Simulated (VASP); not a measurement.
# FeCu (Cmmm) in VASP: further runs

FeCu is run at these levels: PBE; tasks: single point.

Everything below comes from runs of VASP 6.6.1. Logs are shortened: lines on timing, memory, paths and dates and some standing lists are left out, and cuts for length are marked.

## Step 1: The cell of the first run

It takes space group Cmmm (No. 65, orthorhombic). The conventional cell has a = 2.924 Å, b = 4.041 Å, c = 4.206 Å, α = 90.00°, β = 90.00°, γ = 90.00°. Within 3.3 Å of Fe (site symmetry mmm) lie 6 Fe at 2.49 to 2.92 Å and 8 Cu at 2.56 to 2.92 Å. Within 3.3 Å of Cu (site symmetry mmm) lie 6 Cu at 2.49 to 2.92 Å and 8 Fe at 2.56 to 2.92 Å.

## Step 2: Single point, PBE, collinear spin, ferromagnetic start (12.42 Å³/atom)

Input file INCAR:

```
PREC     = Accurate       # precision mode
ENCUT    = 820            # plane-wave cutoff, eV
EDIFF    = 1E-6           # SCF threshold, eV
ISMEAR   = -1             # smearing method
SIGMA    = 0.03           # smearing width, eV
LREAL    = False          # projectors in reciprocal space
LASPH    = True           # aspherical terms in the spheres
NELM     = 200            # most SCF steps
ALGO     = Normal         # electronic algorithm
ISIF     = 2              # what is computed and relaxed
LWAVE    = False          # write WAVECAR
LCHARG   = True           # write CHGCAR
ISPIN    = 2              # spin polarisation
MAGMOM   = 3 0            # initial moments
LORBIT   = 11             # projections on sites
LMAXMIX  = 4              # l up to which the mixer works
GGA      = PE             # functional
LELF     = True           # ELF
LVHAR    = True         
NBANDS   = 28             # bands
GGA_COMPAT= False
```

Input file KPOINTS:

```
Automatic mesh
0
Gamma
  12 12 7
```

Input file POSCAR:

```
FeCu
1.0
    1.4618544209     -2.0205288752      0.0000000000
    1.4618544209      2.0205288752      0.0000000000
    0.0000000000      0.0000000000      4.2059853380
Fe Cu
1 1
Direct
    0.0000000000      0.0000000000      0.0000000000
    0.5000000000      0.5000000000      0.5000000000
```

Potentials or basis: VASP PAW PBE potentials, release 64 (Fe_sv, Cu_sv_GW).

Started as:

```console
$ cat potpaw_PBE.64/Fe_sv/POTCAR potpaw_PBE.64/Cu_sv_GW/POTCAR > POTCAR
$ mpirun -np 1 vasp_std > vasp.out
```

OUTCAR:

```text
PREC = Accurate
   ENCUT = 820
   EDIFF = 1E-6
   ISMEAR = -1
   LREAL = False
   LASPH = True
   NELM = 200
   ISIF = 2
   ISPIN = 2
   LORBIT = 11
   GGA = PE

 ion  position               nearest neighbor table
   1  0.000  0.000  0.000-   2 2.56   2 2.56   2 2.56   2 2.56
   2  0.500  0.500  0.500-   1 2.56   1 2.56   1 2.56   1 2.56

  LATTYP: Found a base centered orthorhombic cell.
 ALAT       =     2.9237088418
 B/A-ratio  =     1.3821683242
 C/A-ratio  =     1.4385787250

  Lattice vectors:

 A1 = (   1.4618544209,  -2.0205288752,   0.0000000000)
 A2 = (   1.4618544209,   2.0205288752,   0.0000000000)
 A3 = (   0.0000000000,   0.0000000000,   4.2059853380)

Analysis of symmetry for initial positions (statically):
=====================================================================
 Subroutine PRICEL returns:
 Original cell was already a primitive cell.

 Routine SETGRP: Setting up the symmetry group for a
 base centered orthorhombic supercell.

 Subroutine GETGRP returns: Found  8 space group operations
 (whereof  8 operations were pure point group operations)
 out of a pool of  8 trial point group operations.

The static configuration has the point symmetry D_2h.

Analysis of symmetry for dynamics (positions and initial velocities):
=====================================================================
 Subroutine PRICEL returns:
 Original cell was already a primitive cell.

 Routine SETGRP: Setting up the symmetry group for a
 base centered orthorhombic supercell.

 Subroutine GETGRP returns: Found  8 space group operations
 (whereof  8 operations were pure point group operations)
 out of a pool of  8 trial point group operations.

The dynamic configuration has the point symmetry D_2h.

Analysis of structural, dynamic, and magnetic symmetry:
=====================================================================
 Subroutine PRICEL returns:
 Original cell was already a primitive cell.

 Routine SETGRP: Setting up the symmetry group for a
 base centered orthorhombic supercell.

 Subroutine GETGRP returns: Found  8 space group operations
 (whereof  8 operations were pure point group operations)
 out of a pool of  8 trial point group operations.

The overall configuration has the point symmetry D_2h.

 Subroutine INISYM returns: Found  8 space group operations
 (whereof  8 operations are pure point group operations),
 and found     1 'primitive' translations

----------------------------------------------------------------------------------------

                                     Primitive cell

  volume of cell :      24.8466

  direct lattice vectors                    reciprocal lattice vectors
     1.461854421 -2.020528875  0.000000000     0.342031322 -0.247459963  0.000000000
     1.461854421  2.020528875  0.000000000     0.342031322  0.247459963  0.000000000
     0.000000000  0.000000000  4.205985338     0.000000000  0.000000000  0.237756416

  length of vectors
     2.493903624  2.493903624  4.205985338     0.422163308  0.422163308  0.237756416

  position of ions in fractional coordinates (direct lattice)
     0.000000000  0.000000000  0.000000000
     0.500000000  0.500000000  0.500000000

  ion indices of the primitive-cell ions
   primitive index   ion index
                 1           1
                 2           2

----------------------------------------------------------------------------------------

 KPOINTS: Automatic mesh

Automatic generation of k-mesh.
 Grid dimensions read from file:
 generate k-points for:   12   12    7

 Generating k-lattice:

  Cartesian coordinates                     Fractional coordinates (reciprocal lattice)
     0.028502610 -0.020621664  0.000000000     0.083333333  0.000000000  0.000000000
     0.028502610  0.020621664  0.000000000     0.000000000  0.083333333  0.000000000
     0.000000000  0.000000000  0.033965202     0.000000000  0.000000000  0.142857143

  Length of vectors
     0.035180276  0.035180276  0.033965202

  Shift w.r.t. Gamma in fractional coordinates (k-lattice)
     0.000000000  0.000000000  0.000000000

 Subroutine IBZKPT returns following result:
 ===========================================

 Found    172 irreducible k-points:

 Following reciprocal coordinates:
            Coordinates               Weight
  0.000000  0.000000  0.000000      1.000000
  0.083333  0.000000  0.000000      4.000000
  0.166667 -0.000000  0.000000      4.000000
  0.250000 -0.000000  0.000000      4.000000
  0.333333  0.000000  0.000000      4.000000
  0.416667  0.000000  0.000000      4.000000
[... 16 lines left out ...]
  0.500000  0.166667  0.000000      4.000000
 -0.416667  0.166667  0.000000      4.000000
 [... further k-points ...]
   k-points           NKPTS =    172   k-points in BZ     NKDIM =    172   number of bands    NBANDS=     28
   number of dos      NEDOS =    301   number of ions     NIONS =      2
   total plane-waves  NPLWV =  23040
   dimension x,y,z NGX =    24 NGY =   24 NGZ =   40
   dimension x,y,z NGXF=    48 NGYF=   48 NGZF=   80
   ions per type =               1   1
   NGX,Y,Z   is equivalent  to a cutoff of  16.00, 16.00, 15.81 a.u.
   NGXF,Y,Z  is equivalent  to a cutoff of  32.00, 32.00, 31.62 a.u.
 SYSTEM =  unknown system
   PREC   = accura    normal or accurate (medium, high low for compatibility)
   ISTART =      0    job   : 0-new  1-cont  2-samecut
   ICHARG =      2    charge: 1-file 2-atom 10-const
   ISPIN  =      2    spin polarized calculation?
   LNONCOLLINEAR =      F non collinear calculations
   LSORBIT =      F    spin-orbit coupling
   LASPH  =      T    aspherical Exc in radial PAW
   ENCUT  =  820.0 eV  60.27 Ry    7.76 a.u.   5.82  5.82  9.82*2*pi/ulx,y,z
   NELM   =    200;   NELMIN=  2; NELMDL= -5     # of ELM steps
   EDIFF  = 0.1E-05   stopping-criterion for ELM
   LREAL  =      F    real-space projection
   EDIFFG = 0.1E-04   stopping-criterion for IOM
   NSW    =      0    number of steps for IOM
   IBRION =     -1    ionic relax: 0-MD 1-quasi-New 2-CG
   NFREE  =      0    steps in history (QN), initial steepest desc. (CG)
   ISIF   =      2    stress and relaxation
   ISYM   =      2    0-nonsym 1-usesym 2-fastsym
   POTIM  = 0.5000    time-step for ionic-motion
   TEBEG  =    0.0;   TEEND  =   0.0 temperature during run
   PSTRESS=    0.0 pullay stress
   NELECT =      35.0000    total number of electrons
   NUPDOWN=      -1.0000    fix difference up-down
   EMIN   =  10.00;   EMAX   =-10.00  energy-range for DOS
   EFERMI =   0.00;   METHOD = LEGACY
   ISMEAR =    -1;   SIGMA  =   0.03  broadening in eV -4-tet -1-fermi 0-gaus
   EFERMI_NEDOS =   21; number of points for ismear=-14 and -15
   IALGO  =     38    algorithm
   IMIX   =      4    mixing-type and parameters
     AMIX     =   0.40;   BMIX     =  1.00
     AMIX_MAG =   1.60;   BMIX_MAG =  1.00
  volume/ion in A,a.u.               =      12.42        83.84
  Fermi-wavevector in a.u.,A,eV,Ry     =   1.835165  3.467960 45.822134  3.367832
  Thomas-Fermi vector in A             =   2.888627
   LORBIT       =     11    0 simple, 1 ext, 2 COOP (PROOUT), +10 PAW based schemes
   GGA     = PE    functional components
   LHFCALC =     F    Hartree Fock is set to
   AEXX    =    0.0000 exact exchange contribution
   IVDW    =     0    specifies the selected vdW correction
   LEPSILON=     F    determine dielectric tensor
   LRPA    =     F    only Hartree local field effects (RPA)
 spin polarized calculation
  energy-cutoff  :      820.00
  volume of cell :       24.85
 maximum number of plane-waves:      1340
   NGX = 11   NGY = 11   NGZ = 19

 number of electron      34.9999992 magnetization       2.6793053

 Free energy of the ion-electron system (eV)
  ---------------------------------------------------
  ext. energy  EPLUGINS =         0.00000000
  ---------------------------------------------------
  free energy    TOTEN  =       -11.79289227 eV

  energy without entropy =      -11.78681784  energy(sigma->0) =      -11.78985506

 E-fermi :   9.1101     XC(G=0): -13.1101

 val. band max:        9.1100176619   @ k =  -0.3333   0.1667   0.1429
 cond. band min:       9.1109028030   @ k =  -0.3333   0.2500   0.4286
 fundamental gap:      0.0008851411
 Fermi energy:         9.1100830084

 spin component 1

 k-point     1 :       0.0000    0.0000    0.0000
  band No.  band energies     occupation
      1    -103.7218      1.00000
      2     -79.3311      1.00000
      3     -61.1265      1.00000
      4     -61.0463      1.00000
      5     -60.9965      1.00000
      6     -45.5819      1.00000
[... 20 lines left out ...]
     27      33.3856      0.00000
     28      33.4318      0.00000
[... 683 lines left out ...]
 k-point    24 :      -0.4167    0.1667    0.0000
  band No.  band energies     occupation
      1    -103.7137      1.00000
      2     -79.2970      1.00000
      3     -61.1183      1.00000
      4     -61.0919      1.00000
      5     -61.0342      1.00000
      6     -45.5525      1.00000
[... 20 lines left out ...]
     27      30.0585      0.00000
     28      32.1066      0.00000

 [... further k-points ...]

 spin component 2

 k-point     1 :       0.0000    0.0000    0.0000
  band No.  band energies     occupation
      1    -103.5581      1.00000
      2     -76.2681      1.00000
      3     -60.9361      1.00000
      4     -60.8996      1.00000
      5     -60.8612      1.00000
      6     -42.4453      1.00000
[... 20 lines left out ...]
     27      33.2924      0.00000
     28      33.6756      0.00000
[... 683 lines left out ...]
 k-point    24 :      -0.4167    0.1667    0.0000
  band No.  band energies     occupation
      1    -103.5500      1.00000
      2     -76.2303      1.00000
      3     -60.9496      1.00000
      4     -60.9277      1.00000
      5     -60.8955      1.00000
      6     -42.4360      1.00000
[... 20 lines left out ...]
     27      30.2651      0.00000
     28      32.4702      0.00000

 [... further k-points ...]
[... 5 lines left out ...]
  --------------------------------------------------------------------------------------
  -------------------------------------------------------------------------------------
  Total       -0.9578492     -0.9300577     -0.9240849      0.0000000      0.0000000      0.0000000
  in kB      -61.7647660    -59.9726944    -59.5875491      0.0000000      0.0000000      0.0000000
  external PRESSURE =     -60.4416698 kB  Pullay stress =       0.0000000 kB

 VOLUME and BASIS-vectors are now :
 -----------------------------------------------------------------------------
  energy-cutoff  :      820.00
  volume of cell :       24.85
      direct lattice vectors                 reciprocal lattice vectors
     1.461854421 -2.020528875  0.000000000     0.342031322 -0.247459963  0.000000000
     1.461854421  2.020528875  0.000000000     0.342031322  0.247459963  0.000000000
     0.000000000  0.000000000  4.205985338     0.000000000  0.000000000  0.237756416

 POSITION                                       TOTAL-FORCE (eV/Angst)
 -----------------------------------------------------------------------------------
      0.00000      0.00000      0.00000         0.000000      0.000000      0.000000
      1.46185      0.00000      2.10299        -0.000000      0.000000      0.000000
 -----------------------------------------------------------------------------------
    total drift:                                0.000000      0.000000     -0.000000

  FREE ENERGIE OF THE ION-ELECTRON SYSTEM (eV)
  ---------------------------------------------------
  free  energy   TOTEN  =       -11.7928922721 eV

  energy  without entropy=      -11.7868178405  energy(sigma->0) =      -11.78985506

 total charge

# of ion       s       p       d       f       tot
--------------------------------------------------
    1        2.168   6.015   5.521   0.000  13.704
    2        2.298   6.403   8.855   0.003  17.560
--------------------------------------------------
tot          4.465  12.418  14.376   0.003  31.263

 magnetization (x)

# of ion       s       p       d       f       tot
--------------------------------------------------
    1        0.005   0.002   2.563   0.000   2.570
    2       -0.011  -0.048   0.130   0.000   0.070
--------------------------------------------------
tot         -0.006  -0.046   2.693   0.000   2.641
```

Wall time 3.4 min (1 thread of Intel Xeon Platinum 8488C (Sapphire Rapids), shared host); peak memory 0.49 GiB.

Results:

```yaml
Free_energy: -11.7929 eV
Pressure: -6.0 GPa
Net_moment: 2.68 μB per cell
Site_moments: Fe +2.57; Cu +0.07 μB
Valence_electrons_inside_the_program's_atomic_spheres: Fe 13.70; Cu 17.56
```

Levels at points of the mesh, in eV from the Fermi level:
Spin up:
| k point | band 17 | band 18 | band 19 | band 20 | band 21 | band 22 |
| --- | --- | --- | --- | --- | --- | --- |
| (0.00, 0.00, 0.00) | -1.43 | -1.40 | -1.03 | -0.64 | 4.61 | 17.21 |
| (0.50, 0.00, 0.00) | -1.59 | -1.11 | 0.34 | 1.41 | 8.67 | 8.72 |
| (0.50, 0.50, 0.00) | -1.12 | -0.03 | 0.04 | 5.38 | 8.17 | 8.30 |
Spin down:
```csv
k point,band 14,band 15,band 16,band 17,band 18,band 19
"(0.00, 0.00, 0.00)",-2.09,-1.38,-1.00,-0.57,1.42,1.52
"(0.50, 0.00, 0.00)",-2.00,-1.68,-1.32,0.45,1.38,1.81
"(0.50, 0.50, 0.00)",-0.94,0.03,0.11,0.81,0.91,2.36
```

Caveat: the cell stands under tension.

## Step 3: Single point, PBE, collinear spin, ferromagnetic start (10.65 Å³/atom)

This run uses another cell than the first one, of 10.65 Å³/atom.

Input file INCAR:

```
SYSTEM = FeCu
ALGO     = Normal         ! electronic algorithm
EDIFF    = 1E-6           ! SCF threshold, eV
ENCUT    = 820            ! plane-wave cutoff, eV
GGA      = PE             ! functional
GGA_COMPAT= .False.      
ISIF     = 2              ! what is computed and relaxed
ISMEAR   = -1             ! smearing method
ISPIN    = 2              ! spin polarisation
LASPH    = .True.         ! aspherical terms in the spheres
LCHARG   = .False.        ! write CHGCAR
LMAXMIX  = 4              ! l up to which the mixer works
LORBIT   = 11             ! projections on sites
LREAL    = .False.        ! projectors in reciprocal space
LWAVE    = .False.        ! write WAVECAR
MAGMOM   = 3 0            ! initial moments
NBANDS   = 28             ! bands
NELM     = 200            ! most SCF steps
PREC     = Accurate       ! precision mode
SIGMA    = 0.03           ! smearing width, eV
```

Input file KPOINTS:

```
k-points
0
Gamma
  12 12 7
  0 0 0
```

Input file POSCAR:

```
FeCu
1.0
    1.3886363482     -1.9193291743      0.0000000000
    1.3886363482      1.9193291743      0.0000000000
    0.0000000000      0.0000000000      3.9953254146
Fe Cu
1 1
Direct
    0.0000000000      0.0000000000      0.0000000000
    0.5000000000      0.5000000000      0.5000000000
```

Potentials or basis: VASP PAW PBE potentials, release 64 (Fe_sv, Cu_sv_GW).

Started as:

```console
$ cat potpaw_PBE.64/Fe_sv/POTCAR potpaw_PBE.64/Cu_sv_GW/POTCAR > POTCAR
$ mpirun -np 1 vasp_std > vasp.out
```

Wall time 2.4 min (1 thread of Intel Xeon 6975P-C (Granite Rapids), shared host); peak memory 0.45 GiB.

It converged, with:

* Free energy: -11.6612 eV
* Pressure: 20.1 GPa
* Net moment: 2.29 μB per cell
* Site moments: Fe +2.19; Cu +0.07 μB
* Valence electrons inside the program's atomic spheres: Fe 13.79; Cu 17.72

Stress tensor (GPa, compression positive):
```
20.55  0.00  0.00
 0.00 19.77  0.00
 0.00  0.00 20.12
```

Levels at points of the mesh, in eV from the Fermi level:
Spin up:
```tsv
k point	band 17	band 18	band 19	band 20	band 21	band 22
(0.00, 0.00, 0.00)	-1.09	-1.00	-0.76	-0.57	5.93	18.65
(0.50, 0.00, 0.00)	-1.21	-0.70	0.70	2.14	9.86	10.15
(0.50, 0.50, 0.00)	-0.69	-0.03	0.62	6.73	9.17	9.30
```
Spin down:
| k point | band 12 | band 13 | band 14 | band 15 | band 16 | band 17 | band 18 | band 19 | band 20 | band 21 |
| --- | --- | --- | --- | --- | --- | --- | --- | --- | --- | --- |
| (0.00, 0.00, 0.00) | -2.81 | -2.62 | -2.24 | -1.62 | -1.52 | -0.67 | 1.49 | 1.57 | 1.79 | 6.80 |
| (0.50, 0.00, 0.00) | -3.70 | -2.42 | -2.26 | -2.12 | -1.85 | 0.83 | 1.42 | 1.86 | 3.68 | 10.22 |
| (0.50, 0.50, 0.00) | -3.72 | -1.47 | -1.13 | -0.02 | -0.01 | 0.87 | 1.00 | 2.54 | 7.54 | 9.25 |

Caveat: the cell stands under pressure.
